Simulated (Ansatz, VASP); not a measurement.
One calculation of LiF, two programs

The input INCAR:

```
SYSTEM = LiF
ALGO = Normal
EDIFF = 1E-6
ENCUT = 520
GGA = CA
ISIF = 2
ISMEAR = 0
LASPH = .TRUE.
LCHARG = .TRUE.
LELF = .TRUE.
LREAL = .FALSE.
LVHAR = .TRUE.
LWAVE = .FALSE.
NBANDS = 18
NELM = 100
PREC = Accurate
SIGMA = 0.05
```

The input KPOINTS:

```
k-points
0
G
  9 9 6
  0 0 0
```

POSCAR

```
LiF
1.0
    2.8361788128      0.0000000000      0.0000000000
   -1.4180894064      2.4562029016      0.0000000000
    0.0000000000      0.0000000000      4.4672652480
Li F
2 2
Direct
    0.3333333333      0.6666666667      0.3839784076
    0.6666666667      0.3333333333      0.8839784076
    0.3333333333      0.6666666667      0.9910195924
    0.6666666667      0.3333333333      0.4910195924
```

Input for Ansatz:

```yaml
crystal:
  lattice:
    - [2.8361788128, 0.0, 0.0]
    - [-1.4180894064, 2.4562029016, 0.0]
    - [0.0, 0.0, 4.467265248]
  atoms:
    - { symbol: Li, position: [0.3333333333, 0.6666666667, 0.3839784076] }
    - { symbol: Li, position: [0.6666666667, 0.3333333333, 0.8839784076] }
    - { symbol: F, position: [0.3333333333, 0.6666666667, 0.9910195924] }
    - { symbol: F, position: [0.6666666667, 0.3333333333, 0.4910195924] }
basis:
  ecutwfc: 520.0
kpoints:
  mp_grid: { grid: [9, 9, 6] }
hamiltonian:
  xc: lda
scf:
  occupations: { method: gaussian, width: 0.05 }
output:
  forces: true
  stress: true
  eigenvalues: true
```

Alike in both runs: task single point; functional LDA; k mesh 9 × 9 × 6; occupations gaussian, width 0.05 eV; no spin polarisation.

|  | VASP | Ansatz |
| --- | --- | --- |
| version | VASP 6.6.1 | Ansatz 0.2.0 |
| potentials or method | VASP PAW LDA potentials, release 64 (Li_sv, F), cutoff 520 eV | scalar-relativistic, plane waves, PAW |
| valence electrons in the cell | 20 | 20 |

Ansatz gave:

| Item | Value |
| --- | --- |
| gap on the k mesh at the Fermi level (eV) | 8.94 |
| least direct gap on the mesh (eV) | 8.94 |
| rms of the force components (eV/Å) | 0.087 |

What did VASP give for the same quantities?

gap on the k mesh at the Fermi level (eV): 8.92; least direct gap on the mesh (eV): 8.92; rms of the force components (eV/Å): 0.088.

LDA's correlation is that of Perdew and Zunger in VASP and of Perdew and Wang (1992) in Ansatz. Atom by atom the forces differ by 0.001 eV/Å (rms over components).

Noted on VASP's run: the cutoff is short for stress, so the pressure is rough.
